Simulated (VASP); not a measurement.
# LiF (P6_3mc) in VASP: a series of runs, part 2 of 3

VASP 6.6.1.

## (3) Single point, LDA (8.37 Å³/atom)

INCAR reads:

```
SYSTEM = LiF
ALGO = Normal ; EDIFF = 1E-6
ENCUT = 520 ; ISIF = 2
ISMEAR = 0 ; LASPH = .TRUE.
LCHARG = .TRUE. ; LELF = .TRUE.
LREAL = .FALSE. ; LVHAR = .TRUE.
LWAVE = .FALSE. ; NBANDS = 18
NELM = 60 ; PREC = Accurate
SIGMA = 0.05
```

KPOINTS reads:

```
k-points
0
G
  9 9 6
  0 0 0
```

POSCAR reads:

```
LiF
1.0
    2.8830636557      0.0000000000      0.0000000000
   -1.4415318279      2.4968063666      0.0000000000
    0.0000000000      0.0000000000      4.6521115149
Li F
2 2
Direct
    0.3333333333      0.6666666667      0.3839784076
    0.6666666667      0.3333333333      0.8839784076
    0.3333333333      0.6666666667      0.9910195924
    0.6666666667      0.3333333333      0.4910195924
```

Potentials or basis: VASP PAW LDA potentials, release 64 (Li_sv, F).

The run is started by

```console
cat potpaw_LDA.64/Li_sv/POTCAR potpaw_LDA.64/F/POTCAR > POTCAR
mpirun -np 1 vasp_std > vasp.out
```

OUTCAR:

```text
SYSTEM = LiF
   EDIFF = 1E-6
   ENCUT = 520
   ISIF = 2
   ISMEAR = 0
   LASPH = .TRUE.
   LREAL = .FALSE.
   NELM = 60
   PREC = Accurate

 ion  position               nearest neighbor table
   1  0.333  0.667  0.384-   4 1.74   4 1.74   4 1.74   3 1.83
   2  0.667  0.333  0.884-   3 1.74   3 1.74   3 1.74   4 1.83
   3  0.333  0.667  0.991-   2 1.74   2 1.74   2 1.74   1 1.83
   4  0.667  0.333  0.491-   1 1.74   1 1.74   1 1.74   2 1.83

  LATTYP: Found a hexagonal cell.
 ALAT       =     2.8830636557
 C/A-ratio  =     1.6136000000

  Lattice vectors:

 A1 = (   2.8830636557,   0.0000000000,   0.0000000000)
 A2 = (  -1.4415318279,   2.4968063666,   0.0000000000)
 A3 = (   0.0000000000,   0.0000000000,   4.6521115149)

Analysis of symmetry for initial positions (statically):
=====================================================================
 Subroutine PRICEL returns:
 Original cell was already a primitive cell.

 Routine SETGRP: Setting up the symmetry group for a
 hexagonal supercell.

 Subroutine GETGRP returns: Found 12 space group operations
 (whereof  6 operations were pure point group operations)
 out of a pool of 24 trial point group operations.

[... 172 lines left out ...]
 cond. band min:       6.5995847310   @ k =   0.0000   0.0000   0.0000
 fundamental gap:      8.4772356980
 Fermi energy:        -1.6230712362

 k-point     1 :       0.0000    0.0000    0.0000
  band No.  band energies     occupation
      1     -40.8174      2.00000
      2     -40.7272      2.00000
      3     -21.1797      2.00000
      4     -20.8747      2.00000
      5      -4.7065      2.00000
      6      -2.4285      2.00000
[... 481 lines left out ...]
      5      -4.5402      2.00000
      6      -3.4241      2.00000
[... 10 lines left out ...]
     17      17.7509      0.00000
     18      21.3153      0.00000

 [... further k-points ...]

------------------------ aborting loop because EDIFF is reached ----------------------------------------

  FORCE on cell =-STRESS in cart. coord.  units (eV):
  Direction    XX          YY          ZZ          XY          YZ          ZX
  --------------------------------------------------------------------------------------
  -------------------------------------------------------------------------------------
  Total        2.3235374      2.3235374      0.6969012     -0.0000000     -0.0000000     -0.0000000
  in kB      111.1657588    111.1657588     33.3420722     -0.0000000     -0.0000000     -0.0000000
  external PRESSURE =      85.2245299 kB  Pullay stress =       0.0000000 kB

 VOLUME and BASIS-vectors are now :
 -----------------------------------------------------------------------------
  energy-cutoff  :      520.00
  volume of cell :       33.49
      direct lattice vectors                 reciprocal lattice vectors
     2.883063656  0.000000000  0.000000000     0.346853250  0.200255817  0.000000000
    -1.441531828  2.496806367  0.000000000     0.000000000  0.400511635  0.000000000
     0.000000000  0.000000000  4.652111515     0.000000000  0.000000000  0.214956154

 POSITION                                       TOTAL-FORCE (eV/Angst)
 -----------------------------------------------------------------------------------
     -0.00000      1.66454      1.78631         0.000000     -0.000000     -0.275264
      1.44153      0.83227      4.11237        -0.000000      0.000000     -0.275264
     -0.00000      1.66454      4.61033         0.000000      0.000000      0.275264
      1.44153      0.83227      2.28428        -0.000000      0.000000      0.275264
 -----------------------------------------------------------------------------------
    total drift:                                0.000000      0.000000      0.000271

  FREE ENERGIE OF THE ION-ELECTRON SYSTEM (eV)
  ---------------------------------------------------
  free  energy   TOTEN  =       -20.6922001872 eV

  energy  without entropy=      -20.6922001872  energy(sigma->0) =      -20.69220019
```

OSZICAR:

```text
N       E                     dE             d eps       ncg     rms          rms(c)
DAV:   1     0.114321015162E+03    0.11432E+03   -0.11104E+04  1744   0.123E+03
DAV:   2    -0.121734897521E+02   -0.12649E+03   -0.12384E+03  2014   0.303E+02
DAV:   3    -0.220111943591E+02   -0.98377E+01   -0.97778E+01  3140   0.618E+01
DAV:   4    -0.221147978061E+02   -0.10360E+00   -0.10349E+00  2228   0.786E+00
DAV:   5    -0.221160129253E+02   -0.12151E-02   -0.12143E-02  2358   0.655E-01    0.707E+00
DAV:   6    -0.207136778469E+02    0.14023E+01   -0.33980E+00  1812   0.147E+01    0.209E+00
DAV:   7    -0.206996353968E+02    0.14042E-01   -0.12136E-01  1996   0.253E+00    0.138E+00
DAV:   8    -0.206931649463E+02    0.64705E-02   -0.41205E-02  2374   0.190E+00    0.323E-01
DAV:   9    -0.206920976914E+02    0.10673E-02   -0.54631E-03  1986   0.628E-01    0.837E-02
DAV:  10    -0.206922015584E+02   -0.10387E-03   -0.25489E-04  1894   0.143E-01    0.163E-02
DAV:  11    -0.206922002834E+02    0.12750E-05   -0.10845E-05  2366   0.333E-02    0.456E-03
DAV:  12    -0.206922001872E+02    0.96179E-07   -0.43483E-07  1386   0.661E-03
   1 F= -.20692200E+02 E0= -.20692200E+02  d E =-.320035E-15
```

stdout:

```text
POSCAR found type information on POSCAR LiF
 POSCAR found :  2 types and       4 ions
 scaLAPACK will be used
 LDA part: xc-table for (Slater(with rela. corr.)+CA(PZ))
 , standard interpolation
 POSCAR, INCAR and KPOINTS ok, starting setup
 FFT: planning ... GRIDC
 FFT: planning ... GRID_SOFT
 FFT: planning ... GRID
 WAVECAR not read
 entering main loop
```

Wall time 31 s (1 thread of Intel Xeon 8259CL, shared host); peak memory 0.14 GiB.

Results:

| Item | Value |
| --- | --- |
| Free energy | -20.6922 eV |
| Largest force | 0.275 eV/Å |
| Band gap on the k mesh | 8.48 eV |

Forces in eV/Å, atoms in the order of the input:
```
Li   0.000  0.000 -0.275
Li   0.000  0.000 -0.275
F    0.000  0.000  0.275
F    0.000  0.000  0.275
```

Caveat: the cutoff is under 1.25 times the usual one of these potentials, so pressure, stress and relaxed cells hold a basis-set (Pulay) error; an odd mesh through Γ misses points on the zone boundary, where band edges can lie.

## (4) Single point, LDA (8.67 Å³/atom)

This run uses another cell than the first one, of 8.67 Å³/atom.

INCAR reads:

```
SYSTEM = LiF
PREC = Accurate
ENCUT = 520
EDIFF = 1E-6
ISMEAR = 0
SIGMA = 0.05
LREAL = .False.
LASPH = .True.
NELM = 60
ALGO = Normal
ISIF = 2
LWAVE = .False.
LCHARG = .True.
GGA = CA
LELF = .True.
LVHAR = .True.
NBANDS = 18
```

KPOINTS reads:

```
Automatic mesh
0
Gamma
  9 9 6
  0 0 0
```

POSCAR reads:

```
LiF
1.0
    2.9403345272      0.0000000000      0.0000000000
   -1.4701672636      2.5464043962      0.0000000000
    0.0000000000      0.0000000000      4.6313209138
Li F
2 2
Direct
    0.3333333333      0.6666666667      0.3839784076
    0.6666666667      0.3333333333      0.8839784076
    0.3333333333      0.6666666667      0.9910195924
    0.6666666667      0.3333333333      0.4910195924
```

Potentials or basis: VASP PAW LDA potentials, release 64 (Li_sv, F).

The run is started by

```console
cat potpaw_LDA.64/Li_sv/POTCAR potpaw_LDA.64/F/POTCAR > POTCAR
mpirun -np 1 vasp_std > vasp.out
```

OUTCAR:

```text
SYSTEM = LiF
   PREC = Accurate
   ENCUT = 520
   EDIFF = 1E-6
   ISMEAR = 0
   LREAL = .False.
   LASPH = .True.
   NELM = 60
   ISIF = 2
   GGA = CA

 ion  position               nearest neighbor table
   1  0.333  0.667  0.384-   4 1.77   4 1.77   4 1.77   3 1.82
   2  0.667  0.333  0.884-   3 1.77   3 1.77   3 1.77   4 1.82
   3  0.333  0.667  0.991-   2 1.77   2 1.77   2 1.77   1 1.82
   4  0.667  0.333  0.491-   1 1.77   1 1.77   1 1.77   2 1.82

  LATTYP: Found a hexagonal cell.
 ALAT       =     2.9403345272
 C/A-ratio  =     1.5751000000

  Lattice vectors:

 A1 = (   2.9403345272,   0.0000000000,   0.0000000000)
 A2 = (  -1.4701672636,   2.5464043962,   0.0000000000)
 A3 = (   0.0000000000,   0.0000000000,   4.6313209138)

Analysis of symmetry for initial positions (statically):
=====================================================================
 Subroutine PRICEL returns:
 Original cell was already a primitive cell.

 Routine SETGRP: Setting up the symmetry group for a
 hexagonal supercell.

[... 172 lines left out ...]

 E-fermi :  -1.7848     XC(G=0): -10.1840

 val. band max:       -2.0434307313   @ k =   0.0000   0.0000   0.0000
 cond. band min:       6.1874440579   @ k =   0.0000   0.0000   0.0000
 fundamental gap:      8.2308747892
 Fermi energy:        -1.7848042478

 k-point     1 :       0.0000    0.0000    0.0000
  band No.  band energies     occupation
      1     -41.0804      2.00000
      2     -40.9963      2.00000
      3     -21.3223      2.00000
      4     -21.0085      2.00000
      5      -4.7821      2.00000
      6      -2.6531      2.00000
[... 481 lines left out ...]
      5      -4.6148      2.00000
      6      -3.5341      2.00000
[... 10 lines left out ...]
     17      17.2591      0.00000
     18      20.5267      0.00000

 [... further k-points ...]

------------------------ aborting loop because EDIFF is reached ----------------------------------------

  FORCE on cell =-STRESS in cart. coord.  units (eV):
  Direction    XX          YY          ZZ          XY          YZ          ZX
  --------------------------------------------------------------------------------------
  -------------------------------------------------------------------------------------
  Total        1.3327994      1.3327994      0.5445889      0.0000000      0.0000000     -0.0000000
  in kB       61.5809476     61.5809476     25.1623003      0.0000000      0.0000000     -0.0000000
  external PRESSURE =      49.4413985 kB  Pullay stress =       0.0000000 kB

 VOLUME and BASIS-vectors are now :
 -----------------------------------------------------------------------------
  energy-cutoff  :      520.00
  volume of cell :       34.68
      direct lattice vectors                 reciprocal lattice vectors
     2.940334527  0.000000000  0.000000000     0.340097357  0.196355300  0.000000000
    -1.470167264  2.546404396  0.000000000     0.000000000  0.392710601  0.000000000
     0.000000000  0.000000000  4.631320914     0.000000000  0.000000000  0.215921120

 POSITION                                       TOTAL-FORCE (eV/Angst)
 -----------------------------------------------------------------------------------
     -0.00000      1.69760      1.77833        -0.000000     -0.000000     -0.120239
      1.47017      0.84880      4.09399         0.000000     -0.000000     -0.120239
     -0.00000      1.69760      4.58973         0.000000      0.000000      0.120239
      1.47017      0.84880      2.27407         0.000000     -0.000000      0.120239
 -----------------------------------------------------------------------------------
    total drift:                                0.000000      0.000000      0.000147

  FREE ENERGIE OF THE ION-ELECTRON SYSTEM (eV)
  ---------------------------------------------------
  free  energy   TOTEN  =       -20.7645244253 eV

  energy  without entropy=      -20.7645244253  energy(sigma->0) =      -20.76452443
```

Wall time 39 s (1 thread of Intel Xeon 8259CL, shared host); peak memory 0.14 GiB.

What came out:

| Quantity | Value |
| --- | --- |
| Free energy | -20.7645 eV |
| Largest force | 0.120 eV/Å |
| Band gap on the k mesh | 8.23 eV |

Forces in eV/Å, atoms in the order of the input:
```
Li   0.000  0.000 -0.120
Li   0.000  0.000 -0.120
F    0.000  0.000  0.120
F    0.000  0.000  0.120
```

Caveat: the cutoff is under 1.25 times the usual one of these potentials, so pressure, stress and relaxed cells hold a basis-set (Pulay) error; an odd mesh through Γ misses points on the zone boundary, where band edges can lie.

(Part 2 of 3 ends here.)
